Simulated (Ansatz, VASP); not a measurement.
## One calculation of CoSn, two programs

```xyz
6
Lattice="5.2952 0.0000 0.0000 -2.6476 4.5858 0.0000 0.0000 0.0000 4.2327" Properties=species:S:1:pos:R:3 pbc="T T T"
Co   -1.3238    2.2929    0.0000
Co    1.3238    2.2929    0.0000
Co    2.6476    0.0000    0.0000
Sn    2.6476    1.5286    2.1164
Sn    0.0000    3.0572    2.1164
Sn    0.0000    0.0000    0.0000
```

Alike in both runs: functional PBE; k mesh 12 × 12 × 10; occupations gaussian, width 0.1 eV; no spin polarisation.

Ansatz relaxed the structure, and its values are those at the end. VASP's run is a single point on that final structure, the one shown.

```csv
,VASP,Ansatz
version,VASP 6.6.1,Ansatz 0.2.0
potentials or method,"VASP PAW PBE potentials, release 64 (Co, Sn_d), cutoff 520 eV","scalar-relativistic, plane waves, PAW"
valence electrons in the cell,69,93
```

|  | VASP | Ansatz | Ansatz less VASP |
| --- | --- | --- | --- |
| gap on the k mesh at the Fermi level (eV) | none | none | - |
| pressure (GPa) | -0.1 | 0.0 | +0.06 |

A gap of «none» marks a metal or a gap that the smearing closes. VASP's potentials hold 69 valence electrons a cell and Ansatz's 93, so a difference there can come from the potentials and not from the codes.
